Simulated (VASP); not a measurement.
The system is In.

```
In
1.0
     2.38449    1.37668    1.34809
    -2.38449    1.37668    1.34809
     0.00000   -2.75337    1.34809
In
1
Direct
  0.50000 0.50000 0.50000
```

| Quantity | Value |
| --- | --- |
| Program | VASP 6.6.1 |
| Task | relaxation of cell and atoms |
| Functional | PBEsol |
| Potentials or basis | VASP PAW PBE potentials, release 64 (In_d) |
| Cutoff | 600 eV |
| k mesh | 21 × 21 × 21 |
| Occupations | gaussian, width 0.1 eV |
| Spin | no spin polarisation |

At the start: pressure 0.4 GPa; volume 26.55 Å³/atom.

**Question.** Where does the relaxation end?

**Answer.** Over 17 steps the energy falls by 41.4 meV/atom and the volume is 25.79 Å³/atom (-2.9 %); space group Im-3m (No. 229, to 0.05 Å).

The path:
| step | energy change (eV) | largest force (eV/Å) | pressure (GPa) | volume (Å³) |
| --- | --- | --- | --- | --- |
| 1 | 0.0000 | 0.0000 | 0.44 | 26.55 |
| 2 | -0.0010 | 0.0000 | -0.15 | 26.83 |
| 3 | -0.0012 | 0.0000 | -0.17 | 26.92 |
| 4 | -0.0012 | 0.0000 | -0.55 | 27.10 |
| 5 | -0.0012 | 0.0000 | -0.41 | 27.03 |
| 6 | -0.0022 | 0.0000 | -0.40 | 27.02 |
| 7 | -0.0063 | 0.0000 | -0.60 | 26.98 |
| 8 | -0.0134 | 0.0000 | -0.76 | 26.85 |
| 9 | -0.0317 | 0.0000 | -0.75 | 26.42 |
| 10 | 0.0239 | 0.0000 | 3.34 | 24.79 |
| 11 | -0.0351 | 0.0000 | -0.73 | 26.30 |
| 12 | -0.0382 | 0.0000 | 0.31 | 25.65 |
| 13 | -0.0402 | 0.0000 | -0.41 | 26.05 |
| 14 | -0.0413 | 0.0000 | -0.11 | 25.86 |
| 15 | -0.0413 | 0.0000 | -0.22 | 25.91 |
| 16 | -0.0397 | 0.0000 | 1.00 | 25.25 |
| 17 | -0.0414 | 0.0000 | -0.01 | 25.79 |

Final structure:
```
CELL_PARAMETERS angstrom
2.62909 1.51790 1.07717
-2.62909 1.51790 1.07717
0.00000 -3.03581 1.07717
ATOMIC_POSITIONS crystal
In 0.50000 0.50000 0.50000
```

Caveat: the PAW data sets were made with another functional, which shifts forces and pressure a little.
